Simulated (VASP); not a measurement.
**Os: relaxation of cell and atoms with r2SCAN**

Os:

```xyz
1
Lattice="0.0000 1.9450 1.9450 1.9450 0.0000 1.9450 1.9450 1.9450 0.0000" Properties=species:S:1:pos:R:3 pbc="T T T"
Os    0.0000    0.0000    0.0000
```

This isn't the form of Os at room conditions, which is hcp.

```json
{
 "Program": "VASP 6.6.1",
 "Task": "relaxation of cell and atoms",
 "Functional": "r2SCAN",
 "Potentials or basis": "VASP PAW PBE potentials, release 64 (Os_sv_GW)",
 "Cutoff": "550 eV",
 "k mesh": "10 × 10 × 10",
 "Occupations": "fermi-dirac, width 0.05 eV",
 "Spin": "no spin polarisation",
 "Dipole correction": "no",
 "Further INCAR settings": "ALGO = Normal; EDIFF = 1e-07; IBRION = 2; EDIFFG = -0.01; NSW = 60; ISIF = 3"
}
```

```
Relaxed volume                        : 14.04 Å³/atom
Relaxed cell                          : a = 2.708 Å, b = 2.708 Å, c = 2.708 Å, α = 60.00°, β = 60.00°, γ = 60.00°
Space group after relaxing (to 0.1 Å) : Fm-3m (No. 225)
Pressure after relaxing               : 0.0 GPa
Band gap on the k mesh                : zero (bands 8 and 9 overlap by 4.08 eV)
```

Final structure:
```
CELL_PARAMETERS angstrom
0.00000 1.91466 1.91466
1.91466 0.00000 1.91466
1.91466 1.91466 0.00000
ATOMIC_POSITIONS crystal
Os 0.00000 0.00000 0.00000
```

Levels at points of the mesh, in eV from the Fermi level:
```tsv
k point	band 6	band 7	band 8	band 9	band 10	band 11
(0.00, 0.00, 0.00)	-3.13	-3.13	-3.13	0.00	0.00	13.86
(0.50, 0.00, 0.00)	-3.32	-3.32	-0.33	2.52	2.52	9.43
(0.50, 0.50, 0.00)	-7.21	2.30	2.45	3.25	3.25	12.47
```

Run time: 110 s on 1 thread of Intel(R) Xeon(R) 6975P-C (Granite Rapids), on a shared host, peak memory 0.16 GiB.

Caveat: the PAW data sets were made with another functional, which shifts forces and pressure a little; spin-orbit coupling is left out, which moves the levels of the heavy elements.
